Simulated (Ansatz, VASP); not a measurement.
**SnPt3: VASP beside Ansatz**

```
Sn Pt
1.0
     4.00663    0.00000    0.00000
     0.00000    4.00663    0.00000
     0.00000    0.00000    4.00663
Sn Pt
1 3
Direct
  0.00000 0.00000 0.00000
  0.00000 0.50000 0.50000
  0.50000 0.00000 0.50000
  0.50000 0.50000 0.00000
```

Alike in both runs: task single point; functional PBEsol; k mesh 9 × 9 × 9; occupations fermi-dirac, width 0.05 eV; no spin polarisation.

|  | VASP | Ansatz |
| --- | --- | --- |
| version | VASP 6.6.1 | Ansatz 0.2.0 |
| potentials or method | VASP PAW PBE potentials, release 64 (Sn_d, Pt), cutoff 520 eV | all-electron LAPW, scalar-relativistic |

|  | VASP | Ansatz | Ansatz less VASP |
| --- | --- | --- | --- |
| pressure (GPa) | -0.1 | -0.1 | +0.06 |

VASP's potentials were made for PBE, not for PBEsol. Ansatz ran all-electron here, and VASP with PAW potentials.

Spin-orbit coupling is off throughout.
